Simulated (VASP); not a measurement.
# CdS (F-43m) in VASP: further runs

The runs below take CdS through G0W0 quasiparticle levels, with PBE.

Everything below comes from runs of VASP 6.6.1. Logs are shortened: lines on timing, memory, paths and dates and some standing lists are left out, and cuts for length are marked.

**1. The cell of the first run**

Symmetry: F-43m, No. 216, cubic system. The conventional cell has a = 5.818 Å, b = 5.818 Å, c = 5.818 Å, α = 90.00°, β = 90.00°, γ = 90.00°. Cd (site symmetry -43m) has 4 S at 2.52 Å within 3.3 Å. S (site symmetry -43m) has 4 Cd at 2.52 Å within 3.3 Å.

**2. G0W0 quasiparticle levels, PBE**

POSCAR

```
CdS
1.0
    0.0000000000      2.9090000000      2.9090000000
    2.9090000000      0.0000000000      2.9090000000
    2.9090000000      2.9090000000      0.0000000000
Cd S
1 1
Direct
    0.0000000000      0.0000000000      0.0000000000
    0.2500000000      0.2500000000      0.2500000000
```

INCAR.step1

```
PREC = Accurate
ENCUT = 500
EDIFF = 1E-8
ISMEAR = 0
SIGMA = 0.01
LREAL = F
LASPH = T
NELM = 60
ALGO = Normal
LWAVE = T
LCHARG = F
GGA = PE
```

INCAR.step2

```
PREC = Accurate
ENCUT = 500
EDIFF = 1E-8
ISMEAR = 0
SIGMA = 0.01
LREAL = F
LASPH = T
NELM = 1
ALGO = Exact
LWAVE = T
LCHARG = F
GGA = PE
NBANDS = 244
LOPTICS = T
ISTART = 1
```

INCAR.step3

```
PREC = Accurate
ENCUT = 500
EDIFF = 1E-8
ISMEAR = 0
SIGMA = 0.01
LREAL = F
LASPH = T
ALGO = EVGW0
LWAVE = F
LCHARG = F
GGA = PE
NELMGW = 1
NBANDS = 244
ENCUTGW = 113.3
NOMEGA = 48
PRECFOCK = Fast
ISTART = 1
NBANDSGW = 17
```

KPOINTS

```
regular mesh
0
Gamma
  2 2 2
```

Potentials or basis: VASP PAW PBE potentials, release 64 (Cd_GW, S_GW).

Command:

```console
cat potpaw_PBE.64/Cd_GW/POTCAR potpaw_PBE.64/S_GW/POTCAR > POTCAR
cp INCAR.step1 INCAR
mpirun -np 1 vasp_std > vasp.out
cp INCAR.step2 INCAR
mpirun -np 1 vasp_std > vasp.out
cp INCAR.step3 INCAR
mpirun -np 1 vasp_std > vasp.out
```

OUTCAR:

```text
PREC = Accurate
   ENCUT = 500
   EDIFF = 1E-8
   ISMEAR = 0
   LREAL = F
   LASPH = T
   GGA = PE
   NELMGW = 1
   ENCUTGW = 113.3
   PRECFOCK = Fast
   ISTART = 1

 ion  position               nearest neighbor table
   1  0.000  0.000  0.000-   2 2.52   2 2.52   2 2.52   2 2.52
   2  0.250  0.250  0.250-   1 2.52   1 2.52   1 2.52   1 2.52

  LATTYP: Found a face centered cubic cell.
 ALAT       =     5.8180000000

  Lattice vectors:

 A1 = (   0.0000000000,   2.9090000000,   2.9090000000)
 A2 = (   2.9090000000,   0.0000000000,   2.9090000000)
 A3 = (   2.9090000000,   2.9090000000,   0.0000000000)

Analysis of symmetry for initial positions (statically):
=====================================================================
 Subroutine PRICEL returns:
 Original cell was already a primitive cell.

 Routine SETGRP: Setting up the symmetry group for a
 face centered cubic supercell.

 Subroutine GETGRP returns: Found 24 space group operations
 (whereof 24 operations were pure point group operations)
 out of a pool of 48 trial point group operations.

The static configuration has the point symmetry T_d .

Analysis of symmetry for dynamics (positions and initial velocities):
=====================================================================
 Subroutine PRICEL returns:
 Original cell was already a primitive cell.

 Routine SETGRP: Setting up the symmetry group for a
 face centered cubic supercell.

 Subroutine GETGRP returns: Found 24 space group operations
 (whereof 24 operations were pure point group operations)
 out of a pool of 48 trial point group operations.

The dynamic configuration has the point symmetry T_d .

 Subroutine INISYM returns: Found 24 space group operations
 (whereof 24 operations are pure point group operations),
 and found     1 'primitive' translations

----------------------------------------------------------------------------------------

                                     Primitive cell

  volume of cell :      49.2336

  direct lattice vectors                    reciprocal lattice vectors
[... 37 lines left out ...]
 Subroutine IBZKPT returns following result:
 ===========================================

 Found      3 irreducible k-points:

 Following reciprocal coordinates:
            Coordinates               Weight
  0.000000  0.000000  0.000000      1.000000
  0.500000  0.000000  0.000000      4.000000
  0.500000  0.500000  0.000000      3.000000
   k-points           NKPTS =      3   k-points in BZ     NKDIM =      8   number of bands    NBANDS=    244
   number of dos      NEDOS =    301   number of ions     NIONS =      2
   total plane-waves  NPLWV =  27000
   dimension x,y,z NGX =    30 NGY =   30 NGZ =   30
   dimension x,y,z NGXF=    60 NGYF=   60 NGZF=   60
   ions per type =               1   1
   NGX,Y,Z   is equivalent  to a cutoff of  12.12, 12.12, 12.12 a.u.
   NGXF,Y,Z  is equivalent  to a cutoff of  24.25, 24.25, 24.25 a.u.
 SYSTEM =  unknown system
   PREC   = accura    normal or accurate (medium, high low for compatibility)
   ISTART =      1    job   : 0-new  1-cont  2-samecut
   ICHARG =      0    charge: 1-file 2-atom 10-const
   ISPIN  =      1    spin polarized calculation?
   LNONCOLLINEAR =      F non collinear calculations
   LSORBIT =      F    spin-orbit coupling
   LASPH  =      T    aspherical Exc in radial PAW
   ENCUT  =  500.0 eV  36.75 Ry    6.06 a.u.   7.50  7.50  7.50*2*pi/ulx,y,z
   NELM   =     60;   NELMIN=  2; NELMDL=  0     # of ELM steps
   EDIFF  = 0.1E-07   stopping-criterion for ELM
   LREAL  =      F    real-space projection
   EDIFFG = 0.1E-06   stopping-criterion for IOM
   NSW    =      0    number of steps for IOM
   IBRION =     -1    ionic relax: 0-MD 1-quasi-New 2-CG
   NFREE  =      0    steps in history (QN), initial steepest desc. (CG)
   ISIF   =      0    stress and relaxation
   ISYM   =      3    0-nonsym 1-usesym 2-fastsym
   POTIM  = 0.5000    time-step for ionic-motion
   TEBEG  =    0.0;   TEEND  =   0.0 temperature during run
   PSTRESS=    0.0 pullay stress
   NELECT =      18.0000    total number of electrons
   NUPDOWN=      -1.0000    fix difference up-down
   EMIN   =  10.00;   EMAX   =-10.00  energy-range for DOS
   EFERMI =   0.00;   METHOD = LEGACY
   ISMEAR =     0;   SIGMA  =   0.01  broadening in eV -4-tet -1-fermi 0-gaus
   EFERMI_NEDOS =   21; number of points for ismear=-14 and -15
   IALGO  =     38    algorithm
   IMIX   =      4    mixing-type and parameters
     AMIX     =   0.40;   BMIX     =  1.00
     AMIX_MAG =   1.60;   BMIX_MAG =  1.00
  volume/ion in A,a.u.               =      24.62       166.12
  Fermi-wavevector in a.u.,A,eV,Ry     =   1.170609  2.212131 18.644417  1.370326
  Thomas-Fermi vector in A             =   2.307065
   LORBIT       =      0    0 simple, 1 ext, 2 COOP (PROOUT), +10 PAW based schemes
   GGA     = PE    functional components
   LHFCALC =     T    Hartree Fock is set to
   PRECFOCK=fast      Normal, Fast or Accurate (Low or Medium for compatibility)
   ENCUT4O =  -1.0   cutoff for four orbital integrals eV
   NKREDX  =     1    reduce k-point grid by
   NKREDY  =     1    reduce k-point grid by
   NKREDZ  =     1    reduce k-point grid by
   AEXX    =    1.0000 exact exchange contribution
   HFSCREEN=    0.0000 screening length (either q_TF or 0.3 A-1)
   HFSCREENC=   0.0000 screening length for correlation (either q_TF or 0.3 A-1)
   ENCUTFOCK=  -1.0 apply spherical cutoff to Coloumb kernel
   IVDW    =     0    specifies the selected vdW correction
   LEPSILON=     F    determine dielectric tensor
   LRPA    =     F    only Hartree local field effects (RPA)
   LRPAFORCE           =     F    calculate RPA forces
   ENCUTGW             = 113.3    cutoff for response function in eV
   ENCUTGWSOFT         =  90.6    soft cutoff for Coulomb kernel in GW response function in eV
   ENCUTLF             =  -1.0    cutoff for local field effects
   NELMGW              =     1    number of iterations in solving QP/BSE equation
   NELMHF              =     1    number of iterations in the inner HF iteration
   NKREDLFX            =     1    NKREDLFY  =   1   NKREDLFZ  =   1
 non-spin polarized calculation
 Gauss-broadening in eV      SIGMA  =   0.01
  energy-cutoff  :      500.00
  volume of cell :       49.23
 maximum number of plane-waves:      1243
 NGX is ok and might be reduce to    30
  NGX = 16; NGY = 16; NGZ = 16
   NGX = 15   NGY = 15   NGZ = 15
 maximum number of plane-waves:       138

 QP shifts <psi_nk| G(iteration)W_0 |psi_nk>: iteration 1
 for sc-GW calculations column KS-energies equals QP-energies in previous step
 and V_xc(KS)=  KS-energies - (<T + V_ion + V_H > + <T+V_H+V_ion>^1  + <V_x>^1)

 k-point   1 :       0.0000    0.0000    0.0000
  band No.  KS-energies  QP-energies   sigma(KS)   V_xc(KS)     V^pw_x(r,r')   Z            occupation Imag(sigma)

      1      -9.3289      -9.6565     -13.5021     -12.9606     -20.8300       0.6049       2.0000       1.0675
      2      -5.0443      -6.6833     -17.5374     -15.1940     -23.0596       0.6994       2.0000       0.4829
      3      -5.0443      -6.6833     -17.5374     -15.1940     -23.0596       0.6994       2.0000       0.4829
      4      -5.0443      -6.6833     -17.5374     -15.1940     -23.0596       0.6994       2.0000       0.4829
      5      -4.5937      -6.3100     -17.9284     -15.4940     -23.2935       0.7051       2.0000       0.4420
      6      -4.5937      -6.3100     -17.9284     -15.4940     -23.2935       0.7051       2.0000       0.4420
[... 38 lines left out ...]
      3      -4.7040      -6.3855     -17.9359     -15.5445     -23.4142       0.7032       2.0000       0.4759
      4      -4.7040      -6.3855     -17.9359     -15.5445     -23.4142       0.7032       2.0000       0.4759
      5      -4.5065      -6.2290     -18.0218     -15.5888     -23.4028       0.7080       2.0000       0.4401
      6      -4.0905      -5.6326     -17.4939     -15.3044     -22.8585       0.7043       2.0000       0.4761
[... 9 lines left out ...]
     16      16.2242      16.5287     -10.5389     -10.9517      -4.7984       0.7374       0.0000      -0.2811
     17      16.2242      16.5287     -10.5389     -10.9517      -4.7984       0.7374       0.0000      -0.2811
```

OUTCAR.step2:

```text
PREC = Accurate
   ENCUT = 500
   EDIFF = 1E-8
   ISMEAR = 0
   LREAL = F
[... 604 lines left out ...]
     0.00000    65.98067    65.98067    65.98067    -0.00000    -0.00000     0.00000
     2.00874    -5.98457    -5.98457    -5.98457    -0.00000    -0.00000     0.00000
     4.01748   -14.07406   -14.07406   -14.07406    -0.00000     0.00000     0.00000
     6.02622    15.86939    15.86939    15.86939    -0.00000     0.00000     0.00000
     8.03496   -13.02545   -13.02545   -13.02545     0.00000     0.00000     0.00000
    10.04370    -1.95182    -1.95182    -1.95182     0.00000     0.00000    -0.00000
[... 92 lines left out ...]
   196.85661     0.98009     0.98009     0.98009     0.00000     0.00000    -0.00000
   198.86535     0.98052     0.98052     0.98052     0.00000     0.00000    -0.00000
```

It took 30 s on 1 thread of AMD EPYC 9R45 (Zen 5), shared host; peak memory 0.29 GiB.

What came out:

- Band gap on the k mesh, mean-field level: 1.00 eV, direct
- Quasiparticle gap: 1.55 eV
- Least direct quasiparticle gap: 1.55 eV

Caveat: the k points lie up to 0.94 Å⁻¹ apart; bands, screening cutoff and mesh are small and nothing is extrapolated, so the quasiparticle values aren't converged.

**3. G0W0 quasiparticle levels, PBE**

POSCAR is that of step 2.

INCAR.step1

```
  PREC = Accurate
  ENCUT = 500
  EDIFF = 1E-8
  ISMEAR = 0
  SIGMA = 0.01
  LREAL = F
  LASPH = T
  NELM = 100
  ALGO = Normal
  LWAVE = T
  LCHARG = F
  GGA = PE
```

INCAR.step2

```
  PREC = Accurate
  ENCUT = 500
  EDIFF = 1E-8
  ISMEAR = 0
  SIGMA = 0.01
  LREAL = F
  LASPH = T
  NELM = 1
  ALGO = Exact
  LWAVE = T
  LCHARG = F
  GGA = PE
  NBANDS = 348
  LOPTICS = T
  ISTART = 1
```

INCAR.step3

```
  PREC = Accurate
  ENCUT = 500
  EDIFF = 1E-8
  ISMEAR = 0
  SIGMA = 0.01
  LREAL = F
  LASPH = T
  ALGO = EVGW0
  LWAVE = F
  LCHARG = F
  GGA = PE
  NELMGW = 1
  NBANDS = 348
  ENCUTGW = 143.3
  NOMEGA = 48
  PRECFOCK = Fast
  ISTART = 1
  NBANDSGW = 17
```

KPOINTS

```
Automatic mesh
0
Gamma
  2 2 2
```

Potentials or basis: VASP PAW PBE potentials, release 64 (Cd_GW, S_GW).

Command:

```console
cat potpaw_PBE.64/Cd_GW/POTCAR potpaw_PBE.64/S_GW/POTCAR > POTCAR
cp INCAR.step1 INCAR
mpirun -np 1 vasp_std > vasp.out
cp INCAR.step2 INCAR
mpirun -np 1 vasp_std > vasp.out
cp INCAR.step3 INCAR
mpirun -np 1 vasp_std > vasp.out
```

OUTCAR:

```text
PREC = Accurate
   ENCUT = 500
   EDIFF = 1E-8
   ISMEAR = 0
   LREAL = F
   LASPH = T
   GGA = PE
   NELMGW = 1
   ENCUTGW = 143.3
   PRECFOCK = Fast
   ISTART = 1

 ion  position               nearest neighbor table
   1  0.000  0.000  0.000-   2 2.52   2 2.52   2 2.52   2 2.52
   2  0.250  0.250  0.250-   1 2.52   1 2.52   1 2.52   1 2.52

  LATTYP: Found a face centered cubic cell.
 ALAT       =     5.8180000000

  Lattice vectors:

 A1 = (   0.0000000000,   2.9090000000,   2.9090000000)
 A2 = (   2.9090000000,   0.0000000000,   2.9090000000)
 A3 = (   2.9090000000,   2.9090000000,   0.0000000000)

Analysis of symmetry for initial positions (statically):
=====================================================================
 Subroutine PRICEL returns:
 Original cell was already a primitive cell.

 Routine SETGRP: Setting up the symmetry group for a
 face centered cubic supercell.

 Subroutine GETGRP returns: Found 24 space group operations
 (whereof 24 operations were pure point group operations)
 out of a pool of 48 trial point group operations.

The static configuration has the point symmetry T_d .

Analysis of symmetry for dynamics (positions and initial velocities):
=====================================================================
 Subroutine PRICEL returns:
 Original cell was already a primitive cell.

 Routine SETGRP: Setting up the symmetry group for a
 face centered cubic supercell.

 Subroutine GETGRP returns: Found 24 space group operations
 (whereof 24 operations were pure point group operations)
 out of a pool of 48 trial point group operations.
[... 71 lines left out ...]
   ISTART =      1    job   : 0-new  1-cont  2-samecut
   ICHARG =      0    charge: 1-file 2-atom 10-const
   ISPIN  =      1    spin polarized calculation?
   LNONCOLLINEAR =      F non collinear calculations
   LSORBIT =      F    spin-orbit coupling
   LASPH  =      T    aspherical Exc in radial PAW
   ENCUT  =  500.0 eV  36.75 Ry    6.06 a.u.   7.50  7.50  7.50*2*pi/ulx,y,z
   NELM   =     60;   NELMIN=  2; NELMDL=  0     # of ELM steps
   EDIFF  = 0.1E-07   stopping-criterion for ELM
   LREAL  =      F    real-space projection
   EDIFFG = 0.1E-06   stopping-criterion for IOM
   NSW    =      0    number of steps for IOM
   IBRION =     -1    ionic relax: 0-MD 1-quasi-New 2-CG
   NFREE  =      0    steps in history (QN), initial steepest desc. (CG)
   ISIF   =      0    stress and relaxation
   ISYM   =      3    0-nonsym 1-usesym 2-fastsym
   POTIM  = 0.5000    time-step for ionic-motion
   TEBEG  =    0.0;   TEEND  =   0.0 temperature during run
   PSTRESS=    0.0 pullay stress
   NELECT =      18.0000    total number of electrons
   NUPDOWN=      -1.0000    fix difference up-down
   EMIN   =  10.00;   EMAX   =-10.00  energy-range for DOS
   EFERMI =   0.00;   METHOD = LEGACY
   ISMEAR =     0;   SIGMA  =   0.01  broadening in eV -4-tet -1-fermi 0-gaus
   EFERMI_NEDOS =   21; number of points for ismear=-14 and -15
   IALGO  =     38    algorithm
   IMIX   =      4    mixing-type and parameters
     AMIX     =   0.40;   BMIX     =  1.00
     AMIX_MAG =   1.60;   BMIX_MAG =  1.00
  volume/ion in A,a.u.               =      24.62       166.12
  Fermi-wavevector in a.u.,A,eV,Ry     =   1.170609  2.212131 18.644417  1.370326
  Thomas-Fermi vector in A             =   2.307065
   LORBIT       =      0    0 simple, 1 ext, 2 COOP (PROOUT), +10 PAW based schemes
   GGA     = PE    functional components
   LHFCALC =     T    Hartree Fock is set to
   PRECFOCK=fast      Normal, Fast or Accurate (Low or Medium for compatibility)
   ENCUT4O =  -1.0   cutoff for four orbital integrals eV
   NKREDX  =     1    reduce k-point grid by
   NKREDY  =     1    reduce k-point grid by
   NKREDZ  =     1    reduce k-point grid by
   AEXX    =    1.0000 exact exchange contribution
   HFSCREEN=    0.0000 screening length (either q_TF or 0.3 A-1)
   HFSCREENC=   0.0000 screening length for correlation (either q_TF or 0.3 A-1)
   ENCUTFOCK=  -1.0 apply spherical cutoff to Coloumb kernel
   IVDW    =     0    specifies the selected vdW correction
   LEPSILON=     F    determine dielectric tensor
   LRPA    =     F    only Hartree local field effects (RPA)
   LRPAFORCE           =     F    calculate RPA forces
   ENCUTGW             = 143.3    cutoff for response function in eV
   ENCUTGWSOFT         = 114.6    soft cutoff for Coulomb kernel in GW response function in eV
   ENCUTLF             =  -1.0    cutoff for local field effects
   NELMGW              =     1    number of iterations in solving QP/BSE equation
   NELMHF              =     1    number of iterations in the inner HF iteration
   NKREDLFX            =     1    NKREDLFY  =   1   NKREDLFZ  =   1
 non-spin polarized calculation
 Gauss-broadening in eV      SIGMA  =   0.01
  energy-cutoff  :      500.00
  volume of cell :       49.23
 maximum number of plane-waves:      1243
 NGX is ok and might be reduce to    30
  NGX = 16; NGY = 16; NGZ = 16
   NGX = 15   NGY = 15   NGZ = 15
 maximum number of plane-waves:       190

 QP shifts <psi_nk| G(iteration)W_0 |psi_nk>: iteration 1
 for sc-GW calculations column KS-energies equals QP-energies in previous step
 and V_xc(KS)=  KS-energies - (<T + V_ion + V_H > + <T+V_H+V_ion>^1  + <V_x>^1)

 k-point   1 :       0.0000    0.0000    0.0000
  band No.  KS-energies  QP-energies   sigma(KS)   V_xc(KS)     V^pw_x(r,r')   Z            occupation Imag(sigma)

      1      -9.3289      -9.7322     -13.6266     -12.9606     -20.8300       0.6056       2.0000       1.0108
      2      -5.0443      -6.7582     -17.6460     -15.1940     -23.0596       0.6990       2.0000       0.4226
      3      -5.0443      -6.7582     -17.6460     -15.1940     -23.0596       0.6990       2.0000       0.4226
      4      -5.0443      -6.7582     -17.6460     -15.1940     -23.0596       0.6990       2.0000       0.4226
      5      -4.5937      -6.3819     -18.0413     -15.4940     -23.2935       0.7020       2.0000       0.3836
      6      -4.5937      -6.3819     -18.0413     -15.4940     -23.2935       0.7020       2.0000       0.3836
[... 38 lines left out ...]
      3      -4.7040      -6.4621     -18.0489     -15.5445     -23.4142       0.7020       2.0000       0.4164
      4      -4.7040      -6.4621     -18.0489     -15.5445     -23.4142       0.7020       2.0000       0.4164
      5      -4.5066      -6.3052     -18.1399     -15.5888     -23.4028       0.7051       2.0000       0.3810
      6      -4.0905      -5.7178     -17.6147     -15.3044     -22.8585       0.7044       2.0000       0.4236
[... 9 lines left out ...]
     16      16.2242      16.4562     -10.6351     -10.9517      -4.7984       0.7328       0.0000      -0.3121
     17      16.2242      16.4562     -10.6351     -10.9517      -4.7984       0.7328       0.0000      -0.3121
```

Run time: 88 s. Hardware: 1 thread of Intel Xeon Platinum 8175M at 2.50GHz (Skylake/Cascade Lake), shared host; peak memory 0.32 GiB.

What came out:

```
Band gap on the k mesh, mean-field level : 1.00 eV, direct
Quasiparticle gap                        : 1.58 eV
Least direct quasiparticle gap           : 1.58 eV
```

Caveat: the k points lie up to 0.94 Å⁻¹ apart; bands, screening cutoff and mesh are small and nothing is extrapolated, so the quasiparticle values aren't converged.

(Part 1 of 2 ends here.)
